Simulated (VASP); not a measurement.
Runs of VASP 6.6.1 on MnS. The structure is that of space group F-43m (No. 216), or close to it. The cells are those of the table. 

| spin | fixed moment (μB) | cell | gap on the mesh (eV) | pressure (GPa) | moment (μB) |
| --- | --- | --- | --- | --- | --- |
| off | - | a = 3.511 Å, angles 60.0°, 2 atoms | none | (b) | - |
| collinear, ferromagnetic start | 0.875 | a = 3.511 Å, angles 60.0°, 2 atoms | - | -2.3 | 0.87 |
| collinear, ferromagnetic start | 0.875 | a = 3.753 Å, angles 60.0°, 2 atoms | - | -19.3 | 0.88 |
| collinear, ferromagnetic start | 0.875 | a = 4.162 Å, angles 60.0°, 2 atoms | - | -20.5 | 0.87 |
| collinear, ferromagnetic start | 3.5 | a = 3.753 Å, angles 60.0°, 2 atoms | - | (a) | 3.50 |
| off | - | a = 3.753 Å, angles 60.0°, 2 atoms | none | -20.6 | - |
| off | - | a = 3.968 Å, angles 60.0°, 2 atoms | none | -24.1 | - |
| off | - | a = 4.068 Å, angles 60.0°, 2 atoms | none | (c) | - |

Alike in all rows: task single point; level PBEsol; potentials or basis VASP PAW PBE potentials, release 64 (Mn_pv, S); k mesh 16 × 16 × 16; cutoff (eV) 520; smearing gaussian 0.15 eV.

Question: Fill in the values left out.

Answer: (a) -3.5; (b) -4.4; (c) -24.0.

Caveats: the PAW data sets were made with another functional, which shifts forces and pressure a little; the cell stands under tension (at least some runs); an odd number of electrons without spin polarisation forces a metal (at least some runs); a magnetic or distorted state may lie lower (at least some runs); semilocal functionals often make such compounds metallic where correlation or magnetic order opens a gap, which also shifts bond lengths (at least some runs); the total moment is fixed, so each spin has its own Fermi level and the state may be an excited one (at least some runs); a cell with one magnetic atom can't hold antiferromagnetic order, which such compounds often take (at least some runs).

A gap of «none» marks levels without a gap at the run's occupations.
